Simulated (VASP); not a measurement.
Zn, 4 atoms in the cell. The structure is cubic, space group Fm-3m (No. 225). Conventional cell: a = 3.928 Å, b = 3.928 Å, c = 3.928 Å, α = 90.00°, β = 90.00°, γ = 90.00°. Zn (site symmetry m-3m) has 12 Zn at 2.78 Å within 3.7 Å. 

| Property | Result |
| --- | --- |
| Program | VASP 6.6.1 |
| Task | single point |
| Functional | PBE |
| Potentials or basis | VASP PAW PBE potentials, release 64 (Zn) |
| Cutoff | 500 eV |
| k mesh | 2 × 2 × 2 |
| Occupations | fermi-dirac, width 0.1 eV |
| Spin | no spin polarisation |
| Dipole correction | no |
| Further INCAR settings | ALGO = Normal; EDIFF = 1e-06; NBANDS = 32 |

Potentials or basis: VASP PAW PBE potentials, release 64 (Zn).

Launch:

```sh
$ cat potpaw_PBE.64/Zn/POTCAR > POTCAR
$ mpirun -np 1 vasp_std > vasp.out
```

Hardware: 1 thread of AMD EPYC 7R13, on a shared host.

How long does it take, and how much memory?

Run time: 10 s on 1 thread of AMD EPYC 7R13, on a shared host, peak memory 0.13 GiB. Counts: scf iterations 11, k points 4.
